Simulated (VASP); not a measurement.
# TiO2 (Fm-3m) in VASP: settings compared

TiO2 is run at these levels: r2SCAN, PBE; tasks: G0W0 quasiparticle levels.

Everything below comes from runs of VASP 6.6.1. Logs are shortened: lines on timing, memory, paths and dates and some standing lists are left out, and cuts for length are marked.

## (1) The cell of the first run

The structure is cubic, space group Fm-3m (No. 225). The conventional cell has a = 4.794 Å, b = 4.794 Å, c = 4.794 Å, α = 90.00°, β = 90.00°, γ = 90.00°. Within 2.7 Å of Ti (site symmetry m-3m) lie 8 O at 2.08 Å. Within 2.7 Å of O (site symmetry -43m) lie 4 Ti at 2.08 Å and 6 O at 2.40 Å.

## (2) G0W0 quasiparticle levels, r2SCAN

POSCAR reads:

```
TiO2
1.0
    0.0000000000      2.3968272558      2.3968272558
    2.3968272558      0.0000000000      2.3968272558
    2.3968272558      2.3968272558      0.0000000000
Ti O
1 2
Direct
    0.0000000000      0.0000000000      0.0000000000
    0.2500000000      0.2500000000      0.2500000000
    0.7500000000      0.7500000000      0.7500000000
```

INCAR.step1 reads:

```
  PREC = Accurate
  ENCUT = 500
  EDIFF = 1E-8
  ISMEAR = 0
  SIGMA = 0.01
  LREAL = False
  LASPH = True
  NELM = 80
  ALGO = Normal
  LWAVE = True
  LCHARG = False
  METAGGA = R2SCAN
  LMIXTAU = True
```

INCAR.step2 reads:

```
  PREC = Accurate
  ENCUT = 500
  EDIFF = 1E-8
  ISMEAR = 0
  SIGMA = 0.01
  LREAL = False
  LASPH = True
  NELM = 1
  ALGO = Exact
  LWAVE = True
  LCHARG = False
  METAGGA = R2SCAN
  LMIXTAU = True
  NBANDS = 115
  LOPTICS = True
  ISTART = 1
```

INCAR.step3 reads:

```
  PREC = Accurate
  ENCUT = 500
  EDIFF = 1E-8
  ISMEAR = 0
  SIGMA = 0.01
  LREAL = False
  LASPH = True
  ALGO = EVGW0
  LWAVE = False
  LCHARG = False
  METAGGA = R2SCAN
  LMIXTAU = True
  NELMGW = 1
  NBANDS = 115
  ENCUTGW = 140.0
  NOMEGA = 48
  PRECFOCK = Fast
  ISTART = 1
  NBANDSGW = 20
```

KPOINTS reads:

```
Automatic mesh
0
Gamma
  4 4 4
```

Potentials or basis: VASP PAW PBE potentials, release 64 (Ti_sv_GW, O_GW).

On the command line:

```sh
> cat potpaw_PBE.64/Ti_sv_GW/POTCAR potpaw_PBE.64/O_GW/POTCAR > POTCAR
> cp INCAR.step1 INCAR
> mpirun -np 1 vasp_std > vasp.out
> cp INCAR.step2 INCAR
> mpirun -np 1 vasp_std > vasp.out
> cp INCAR.step3 INCAR
> mpirun -np 1 vasp_std > vasp.out
```

OUTCAR:

```text
PREC = Accurate
   ENCUT = 500
   EDIFF = 1E-8
   ISMEAR = 0
   LREAL = False
   LASPH = True
   METAGGA = R2SCAN
   NELMGW = 1
   ENCUTGW = 140.0
   PRECFOCK = Fast
   ISTART = 1

 ion  position               nearest neighbor table
   1  0.000  0.000  0.000-   3 2.08   3 2.08   3 2.08   2 2.08   3 2.08   2 2.08   2 2.08   2 2.08

   2  0.250  0.250  0.250-   1 2.08   1 2.08   1 2.08   1 2.08
   3  0.750  0.750  0.750-   1 2.08   1 2.08   1 2.08   1 2.08

  LATTYP: Found a face centered cubic cell.
 ALAT       =     4.7936545116

  Lattice vectors:

 A1 = (   0.0000000000,   2.3968272558,   2.3968272558)
 A2 = (   2.3968272558,   0.0000000000,   2.3968272558)
 A3 = (   2.3968272558,   2.3968272558,   0.0000000000)

Analysis of symmetry for initial positions (statically):
=====================================================================
 Subroutine PRICEL returns:
 Original cell was already a primitive cell.

 Routine SETGRP: Setting up the symmetry group for a
 face centered cubic supercell.

 Subroutine GETGRP returns: Found 48 space group operations
 (whereof 48 operations were pure point group operations)
 out of a pool of 48 trial point group operations.

The static configuration has the point symmetry O_h .

Analysis of symmetry for dynamics (positions and initial velocities):
=====================================================================
 Subroutine PRICEL returns:
 Original cell was already a primitive cell.

 Routine SETGRP: Setting up the symmetry group for a
 face centered cubic supercell.

 Subroutine GETGRP returns: Found 48 space group operations
 (whereof 48 operations were pure point group operations)
 out of a pool of 48 trial point group operations.

The dynamic configuration has the point symmetry O_h .

 Subroutine INISYM returns: Found 48 space group operations
 (whereof 48 operations are pure point group operations),
 and found     1 'primitive' translations

----------------------------------------------------------------------------------------

                                     Primitive cell

  volume of cell :      27.5385

  direct lattice vectors                    reciprocal lattice vectors
     0.000000000  2.396827256  2.396827256    -0.208609110  0.208609110  0.208609110
     2.396827256  0.000000000  2.396827256     0.208609110 -0.208609110  0.208609110
     2.396827256  2.396827256  0.000000000     0.208609110  0.208609110 -0.208609110

  length of vectors
     3.389625612  3.389625612  3.389625612     0.361321577  0.361321577  0.361321577

  position of ions in fractional coordinates (direct lattice)
     0.000000000  0.000000000  0.000000000
     0.250000000  0.250000000  0.250000000
     0.750000000  0.750000000  0.750000000

  ion indices of the primitive-cell ions
   primitive index   ion index
                 1           1
                 2           2
                 3           3

----------------------------------------------------------------------------------------

 KPOINTS: Automatic mesh

Automatic generation of k-mesh.
 Grid dimensions read from file:
 generate k-points for:    4    4    4

 Generating k-lattice:

  Cartesian coordinates                     Fractional coordinates (reciprocal lattice)
    -0.052152277  0.052152277  0.052152277     0.250000000  0.000000000  0.000000000
     0.052152277 -0.052152277  0.052152277     0.000000000  0.250000000  0.000000000
     0.052152277  0.052152277 -0.052152277     0.000000000  0.000000000  0.250000000

  Length of vectors
     0.090330394  0.090330394  0.090330394

  Shift w.r.t. Gamma in fractional coordinates (k-lattice)
     0.000000000  0.000000000  0.000000000

 Subroutine IBZKPT returns following result:
 ===========================================

 Found      8 irreducible k-points:

 Following reciprocal coordinates:
            Coordinates               Weight
  0.000000  0.000000  0.000000      1.000000
  0.250000  0.000000  0.000000      8.000000
  0.500000  0.000000  0.000000      4.000000
  0.250000  0.250000  0.000000      6.000000
  0.500000  0.250000  0.000000     24.000000
 -0.250000  0.250000  0.000000     12.000000
  0.500000  0.500000  0.000000      3.000000
 -0.250000  0.500000  0.250000      6.000000
   k-points           NKPTS =      8   k-points in BZ     NKDIM =     64   number of bands    NBANDS=    115
   number of dos      NEDOS =    301   number of ions     NIONS =      3
   total plane-waves  NPLWV =  21952
   dimension x,y,z NGX =    28 NGY =   28 NGZ =   28
   dimension x,y,z NGXF=    56 NGYF=   56 NGZF=   56
   ions per type =               1   2
   NGX,Y,Z   is equivalent  to a cutoff of  13.73, 13.73, 13.73 a.u.
   NGXF,Y,Z  is equivalent  to a cutoff of  27.47, 27.47, 27.47 a.u.
 SYSTEM =  unknown system
   PREC   = accura    normal or accurate (medium, high low for compatibility)
   ISTART =      1    job   : 0-new  1-cont  2-samecut
   ICHARG =      0    charge: 1-file 2-atom 10-const
   ISPIN  =      1    spin polarized calculation?
   LNONCOLLINEAR =      F non collinear calculations
   LSORBIT =      F    spin-orbit coupling
   LASPH  =      T    aspherical Exc in radial PAW
   ENCUT  =  500.0 eV  36.75 Ry    6.06 a.u.   6.18  6.18  6.18*2*pi/ulx,y,z
   NELM   =     60;   NELMIN=  2; NELMDL=  0     # of ELM steps
   EDIFF  = 0.1E-07   stopping-criterion for ELM
   LREAL  =      F    real-space projection
   EDIFFG = 0.1E-06   stopping-criterion for IOM
   NSW    =      0    number of steps for IOM
   IBRION =     -1    ionic relax: 0-MD 1-quasi-New 2-CG
   NFREE  =      0    steps in history (QN), initial steepest desc. (CG)
   ISIF   =      0    stress and relaxation
   ISYM   =      3    0-nonsym 1-usesym 2-fastsym
   POTIM  = 0.5000    time-step for ionic-motion
   TEBEG  =    0.0;   TEEND  =   0.0 temperature during run
   PSTRESS=    0.0 pullay stress
   NELECT =      24.0000    total number of electrons
   NUPDOWN=      -1.0000    fix difference up-down
   EMIN   =  10.00;   EMAX   =-10.00  energy-range for DOS
   EFERMI =   0.00;   METHOD = LEGACY
   ISMEAR =     0;   SIGMA  =   0.01  broadening in eV -4-tet -1-fermi 0-gaus
   EFERMI_NEDOS =   21; number of points for ismear=-14 and -15
   IALGO  =     38    algorithm
   IMIX   =      4    mixing-type and parameters
     AMIX     =   0.40;   BMIX     =  1.00
     AMIX_MAG =   1.60;   BMIX_MAG =  1.00
  volume/ion in A,a.u.               =       9.18        61.95
  Fermi-wavevector in a.u.,A,eV,Ry     =   1.563742  2.955044 33.270189  2.445290
  Thomas-Fermi vector in A             =   2.666469
   LORBIT       =      0    0 simple, 1 ext, 2 COOP (PROOUT), +10 PAW based schemes
   METAGGA = R2SCAN    functional components
   LHFCALC =     T    Hartree Fock is set to
   PRECFOCK=fast      Normal, Fast or Accurate (Low or Medium for compatibility)
   ENCUT4O =  -1.0   cutoff for four orbital integrals eV
   NKREDX  =     1    reduce k-point grid by
   NKREDY  =     1    reduce k-point grid by
   NKREDZ  =     1    reduce k-point grid by
   AEXX    =    1.0000 exact exchange contribution
   HFSCREEN=    0.0000 screening length (either q_TF or 0.3 A-1)
   HFSCREENC=   0.0000 screening length for correlation (either q_TF or 0.3 A-1)
   ENCUTFOCK=  -1.0 apply spherical cutoff to Coloumb kernel
   IVDW    =     0    specifies the selected vdW correction
   LEPSILON=     F    determine dielectric tensor
   LRPA    =     F    only Hartree local field effects (RPA)
   LRPAFORCE           =     F    calculate RPA forces
   ENCUTGW             = 140.0    cutoff for response function in eV
   ENCUTGWSOFT         = 112.0    soft cutoff for Coulomb kernel in GW response function in eV
   ENCUTLF             =  -1.0    cutoff for local field effects
   NELMGW              =     1    number of iterations in solving QP/BSE equation
   NELMHF              =     1    number of iterations in the inner HF iteration
   NKREDLFX            =     1    NKREDLFY  =   1   NKREDLFZ  =   1
 non-spin polarized calculation
 Gauss-broadening in eV      SIGMA  =   0.01
  energy-cutoff  :      500.00
  volume of cell :       27.54
 maximum number of plane-waves:       725
 NGX is ok and might be reduce to    28
  NGX = 14; NGY = 14; NGZ = 14
   NGX = 13   NGY = 13   NGZ = 13
 maximum number of plane-waves:       113
 NGX is ok and might be reduce to    14

 QP shifts <psi_nk| G(iteration)W_0 |psi_nk>: iteration 1
 for sc-GW calculations column KS-energies equals QP-energies in previous step
 and V_xc(KS)=  KS-energies - (<T + V_ion + V_H > + <T+V_H+V_ion>^1  + <V_x>^1)

 k-point   1 :       0.0000    0.0000    0.0000
  band No.  KS-energies  QP-energies   sigma(KS)   V_xc(KS)     V^pw_x(r,r')   Z            occupation Imag(sigma)

      1     -52.9748     -52.7611     -26.6512     -27.0179     -41.6317       0.5828       2.0000       1.7899
      2     -27.9856     -28.0403     -25.3470     -25.2636     -34.5589       0.6568       2.0000       1.0499
      3     -27.9856     -28.0403     -25.3470     -25.2636     -34.5589       0.6568       2.0000       1.0499
      4     -27.9856     -28.0403     -25.3470     -25.2636     -34.5589       0.6568       2.0000       1.0499
      5     -13.7246     -13.8746     -20.5703     -20.3441     -30.7976       0.6633       2.0000       1.8012
      6      -9.8925     -10.2752     -23.1203     -22.5751     -32.2724       0.7022       2.0000       1.3156
[... 12 lines left out ...]
     19      22.1180      22.2494     -10.2219     -10.3796      -4.7596       0.8331       0.0000      -0.5737
     20      22.1180      22.2494     -10.2219     -10.3796      -4.7596       0.8331       0.0000      -0.5737

 k-point   2 :       0.2500    0.0000    0.0000
  band No.  KS-energies  QP-energies   sigma(KS)   V_xc(KS)     V^pw_x(r,r')   Z            occupation Imag(sigma)

      1     -52.9629     -52.7429     -26.6527     -27.0289     -41.6372       0.5849       2.0000       1.7863
      2     -28.1183     -28.1829     -25.2088     -25.1091     -34.5221       0.6481       2.0000       1.1292
      3     -28.0008     -28.0578     -25.3339     -25.2469     -34.5590       0.6563       2.0000       1.0591
      4     -28.0008     -28.0578     -25.3339     -25.2469     -34.5590       0.6563       2.0000       1.0591
      5     -13.0490     -13.2609     -21.0786     -20.7611     -31.0099       0.6674       2.0000       1.6576
      6     -10.6015     -10.9597     -22.6158     -22.0995     -31.9050       0.6938       2.0000       1.4083
[... 12 lines left out ...]
     19      21.9556      22.2168     -12.0649     -12.3851      -6.2559       0.8155       0.0000      -0.6508
     20      24.0612      24.3236     -10.7633     -11.0719      -4.9628       0.8501       0.0000      -0.8344
[... 102 lines left out ...]
      3     -28.0607     -28.1302     -25.2839     -25.1772     -34.5533       0.6514       2.0000       1.0948
      4     -28.0607     -28.1302     -25.2839     -25.1772     -34.5533       0.6514       2.0000       1.0948
      5     -11.7316     -12.0001     -22.1937     -21.7951     -31.6291       0.6737       2.0000       1.3873
      6     -11.4500     -11.7528     -22.0929     -21.6469     -31.6421       0.6791       2.0000       1.5122
[... 12 lines left out ...]
     19      22.1711      22.4225     -12.0670     -12.3724      -6.4043       0.8229       0.0000      -0.6261
     20      24.4327      24.9951     -14.3005     -15.0089      -7.8185       0.7939       0.0000      -0.8826

 k-point   8 :      -0.2500    0.5000    0.2500
  band No.  KS-energies  QP-energies   sigma(KS)   V_xc(KS)     V^pw_x(r,r')   Z            occupation Imag(sigma)

      1     -52.9437     -52.7087     -26.6536     -27.0481     -41.6461       0.5958       2.0000       1.7809
      2     -28.1616     -28.2234     -25.1626     -25.0670     -34.5177       0.6468       2.0000       1.1537
      3     -28.1616     -28.2234     -25.1626     -25.0670     -34.5177       0.6468       2.0000       1.1537
      4     -28.0618     -28.1307     -25.2806     -25.1746     -34.5483       0.6509       2.0000       1.0952
      5     -11.6012     -11.8867     -22.1387     -21.7163     -31.6289       0.6757       2.0000       1.4486
      6     -11.6012     -11.8867     -22.1387     -21.7163     -31.6289       0.6757       2.0000       1.4486
[... 12 lines left out ...]
     19      24.2564      24.7650     -13.7634     -14.3875      -7.4177       0.8148       0.0000      -0.8514
     20      24.6811      25.1268     -12.5819     -13.1101      -6.4510       0.8439       0.0000      -0.9766
```

Wall time 4.3 min (1 thread of Intel Xeon 6975P-C, shared host); peak memory 0.27 GiB.

Results:

```yaml
Band_gap_on_the_k_mesh_mean-field_level: 1.51 eV, indirect (least direct gap 2.21 eV)
Quasiparticle_gap: 2.36 eV
Least_direct_quasiparticle_gap: 3.02 eV
```

Caveat: the k points lie up to 0.57 Å⁻¹ apart; bands, screening cutoff and mesh are small and nothing is extrapolated, so the quasiparticle values aren't converged. A k mesh can miss the band edges.

## (3) G0W0 quasiparticle levels, PBE

POSCAR is that of step 2.

INCAR.step1 reads:

```
SYSTEM = TiO2
PREC = Accurate
ENCUT = 500
EDIFF = 1E-8
ISMEAR = 0
SIGMA = 0.01
LREAL = .False.
LASPH = .True.
NELM = 100
ALGO = Normal
LWAVE = .True.
LCHARG = .False.
GGA = PE
```

INCAR.step2 reads:

```
SYSTEM = TiO2
PREC = Accurate
ENCUT = 500
EDIFF = 1E-8
ISMEAR = 0
SIGMA = 0.01
LREAL = .False.
LASPH = .True.
NELM = 1
ALGO = Exact
LWAVE = .True.
LCHARG = .False.
GGA = PE
NBANDS = 56
LOPTICS = .True.
ISTART = 1
```

INCAR.step3 reads:

```
SYSTEM = TiO2
PREC = Accurate
ENCUT = 500
EDIFF = 1E-8
ISMEAR = 0
SIGMA = 0.01
LREAL = .False.
LASPH = .True.
ALGO = EVGW0
LWAVE = .False.
LCHARG = .False.
GGA = PE
NELMGW = 1
NBANDS = 56
ENCUTGW = 80.0
NOMEGA = 48
PRECFOCK = Fast
ISTART = 1
NBANDSGW = 20
```

KPOINTS reads:

```
regular mesh
0
Gamma
  4 4 4
  0 0 0
```

Potentials or basis: VASP PAW PBE potentials, release 64 (Ti_sv_GW, O_GW).

On the command line:

```sh
> cat potpaw_PBE.64/Ti_sv_GW/POTCAR potpaw_PBE.64/O_GW/POTCAR > POTCAR
> cp INCAR.step1 INCAR
> mpirun -np 1 vasp_std > vasp.out
> cp INCAR.step2 INCAR
> mpirun -np 1 vasp_std > vasp.out
> cp INCAR.step3 INCAR
> mpirun -np 1 vasp_std > vasp.out
```

OUTCAR:

```text
SYSTEM = TiO2
   PREC = Accurate
   ENCUT = 500
   EDIFF = 1E-8
   ISMEAR = 0
   LREAL = .False.
   LASPH = .True.
   GGA = PE
   NELMGW = 1
   ENCUTGW = 80.0
   PRECFOCK = Fast
   ISTART = 1

 ion  position               nearest neighbor table
   1  0.000  0.000  0.000-   3 2.08   3 2.08   3 2.08   2 2.08   3 2.08   2 2.08   2 2.08   2 2.08

   2  0.250  0.250  0.250-   1 2.08   1 2.08   1 2.08   1 2.08
   3  0.750  0.750  0.750-   1 2.08   1 2.08   1 2.08   1 2.08

  LATTYP: Found a face centered cubic cell.
 ALAT       =     4.7936545116

  Lattice vectors:

 A1 = (   0.0000000000,   2.3968272558,   2.3968272558)
[... 152 lines left out ...]
   LRPA    =     F    only Hartree local field effects (RPA)
   LRPAFORCE           =     F    calculate RPA forces
   ENCUTGW             =  80.0    cutoff for response function in eV
   ENCUTGWSOFT         =  64.0    soft cutoff for Coulomb kernel in GW response function in eV
   ENCUTLF             =  -1.0    cutoff for local field effects
   NELMGW              =     1    number of iterations in solving QP/BSE equation
   NELMHF              =     1    number of iterations in the inner HF iteration
   NKREDLFX            =     1    NKREDLFY  =   1   NKREDLFZ  =   1
 non-spin polarized calculation
 Gauss-broadening in eV      SIGMA  =   0.01
  energy-cutoff  :      500.00
  volume of cell :       27.54
 maximum number of plane-waves:       725
 NGX is ok and might be reduce to    28
  NGX = 14; NGY = 14; NGZ = 14
   NGX = 13   NGY = 13   NGZ = 13
 maximum number of plane-waves:        59
 NGX is ok and might be reduce to    10

 QP shifts <psi_nk| G(iteration)W_0 |psi_nk>: iteration 1
 for sc-GW calculations column KS-energies equals QP-energies in previous step
 and V_xc(KS)=  KS-energies - (<T + V_ion + V_H > + <T+V_H+V_ion>^1  + <V_x>^1)

 k-point   1 :       0.0000    0.0000    0.0000
  band No.  KS-energies  QP-energies   sigma(KS)   V_xc(KS)     V^pw_x(r,r')   Z            occupation Imag(sigma)

      1     -50.3638     -52.3463     -28.2745     -24.9370     -41.6328       0.5940       2.0000       1.6119
      2     -26.4532     -27.1959     -25.3664     -24.2290     -34.5768       0.6529       2.0000       1.0424
      3     -26.4532     -27.1959     -25.3664     -24.2290     -34.5768       0.6529       2.0000       1.0424
      4     -26.4532     -27.1959     -25.3664     -24.2290     -34.5768       0.6529       2.0000       1.0424
      5     -12.3776     -13.5207     -20.4361     -18.7116     -30.6069       0.6628       2.0000       1.7754
      6      -8.5454      -9.9851     -23.0322     -20.9987     -32.1672       0.7080       2.0000       1.2778
[... 167 lines left out ...]
      6     -10.2524     -11.5187     -22.0090     -20.1350     -31.4888       0.6757       2.0000       1.4084
[... 12 lines left out ...]
     19      23.4093      24.8730     -13.7053     -15.5098      -7.6230       0.8112       0.0000      -0.8564
     20      23.9380      25.1580     -12.5614     -14.0247      -6.6111       0.8337       0.0000      -1.0140
```

OUTCAR.step1:

```text
SYSTEM = TiO2
   PREC = Accurate
   ENCUT = 500
   EDIFF = 1E-8
   ISMEAR = 0
   LREAL = .False.
   LASPH = .True.
   NELM = 100
[... 357 lines left out ...]
      0.00000      0.00000      0.00000         0.000000      0.000000      0.000000
      1.19841      1.19841      1.19841         0.000000     -0.000000     -0.000000
      3.59524      3.59524      3.59524        -0.000000     -0.000000     -0.000000
 -----------------------------------------------------------------------------------
    total drift:                                0.000000     -0.000000      0.000000

  FREE ENERGIE OF THE ION-ELECTRON SYSTEM (eV)
  ---------------------------------------------------
  free  energy   TOTEN  =       -28.3265231790 eV

  energy  without entropy=      -28.3265231790  energy(sigma->0) =      -28.32652318
```

Wall time 100 s (1 thread of Intel Xeon 6975P-C, shared host); peak memory 0.24 GiB.

What came out:

```yaml
Band_gap_on_the_k_mesh_mean-field_level: 1.14 eV, indirect (least direct gap 1.85 eV)
Quasiparticle_gap: 2.53 eV
Least_direct_quasiparticle_gap: 3.25 eV
```

Levels at points of the mesh, in eV from the valence-band top:
```csv
k point,band 9,band 10,band 11,band 12,band 13,band 14,band 15,band 16
"(0.00, 0.00, 0.00)",-6.03,-0.87,-0.87,-0.87,1.14,1.14,5.40,5.40
"(0.50, 0.00, 0.00)",-3.39,-3.29,-2.54,-2.54,1.49,1.49,2.89,4.99
"(0.50, 0.50, 0.00)",-4.63,-2.10,-2.10,0.00,1.85,1.85,2.91,4.19
```

Caveat: the k points lie up to 0.57 Å⁻¹ apart; bands, screening cutoff and mesh are small and nothing is extrapolated, so the quasiparticle values aren't converged. A k mesh can miss the band edges.
